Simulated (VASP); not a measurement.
Input of a VASP 6.6.1 run:

The input POSCAR:

```
ZnO
1.0
    3.3259420710      0.0000000000      0.0000000000
   -1.6629710355      2.8803503250      0.0000000000
    0.0000000000      0.0000000000      5.3568186830
Zn O
2 2
Direct
    0.3333333333      0.6666666667      0.4996551080
    0.6666666667      0.3333333333     -0.0003448920
    0.6666666667      0.3333333333      0.3793548920
    0.3333333333      0.6666666667      0.8793548920
```

The input INCAR.step1:

```
PREC = Accurate
ENCUT = 520
ISMEAR = 0
SIGMA = 0.01
LREAL = False
LASPH = True
NELM = 100
NBANDS = 26
GGA = PE
ALGO = Normal
EDIFF = 1E-4
LWAVE = True
LCHARG = False
```

The input INCAR.step2:

```
PREC = Accurate
ENCUT = 520
EDIFF = 1E-7
ISMEAR = 0
SIGMA = 0.01
LREAL = False
LASPH = True
NELM = 100
ALGO = Normal
ISIF = 2
LWAVE = False
LCHARG = False
METAGGA = R2SCAN
LMIXTAU = True
NBANDS = 26
ISTART = 1
```

The input KPOINTS:

```
Automatic mesh
0
Gamma
  12 12 6
```

Potentials or basis: VASP PAW PBE potentials, release 64 (Zn, O).

The run is started by

```bash
$ cat potpaw_PBE.64/Zn/POTCAR potpaw_PBE.64/O/POTCAR > POTCAR
$ cp INCAR.step1 INCAR
$ mpirun -np 1 vasp_std > vasp.out
$ cp INCAR.step2 INCAR
$ mpirun -np 1 vasp_std > vasp.out
```

Problem. Predict the band gap on the k mesh.

Solution. 1.10 eV.

Problem. Estimate the pressure.

Solution. -9.6 GPa.

Caveat: the cell differs from its parent crystal (strain +2.8%); the cell stands under tension; the PAW data sets were made with another functional, which shifts forces and pressure a little.
